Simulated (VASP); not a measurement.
Crystal: TePb.

```
Pb Te
1.0
     4.08078    0.00000    0.00000
     0.00000    4.08078    0.00000
     0.00000    0.00000    4.08078
Pb Te
1 1
Direct
  0.00000 0.00000 0.00000
  0.50000 0.50000 0.50000
```

Base run:

* Program: VASP 6.6.1
* Functional: PBE
* Potentials or basis: VASP PAW PBE potentials, release 64 (Pb_d, Te)
* Cutoff: 500 eV
* k mesh: 7 × 7 × 7
* Occupations: fermi-dirac, width 0.05 eV
* Spin: no spin polarisation

Its results: band gap on the k mesh zero (bands 10 and 11 overlap by 0.66 eV); pressure -2.2 GPa.

Problem. The run is repeated on the same cell with these changes: functional from PBE to r2SCAN0; cutoff from 500 eV to 520 eV; k mesh from 7 × 7 × 7 to 4 × 4 × 4. What comes out?

Solution. Band gap on the k mesh zero (bands 10 and 11 overlap by 1.30 eV); pressure -3.1 GPa.

Several settings changed at once.

Caveats: some runs use coarse meshes; spin-orbit coupling is left out, which moves the levels of the heavy elements; semilocal functionals underestimate gaps, so a narrow gap can read as zero (at least some runs); the PAW data sets were made with another functional, which shifts forces and pressure a little (at least some runs).
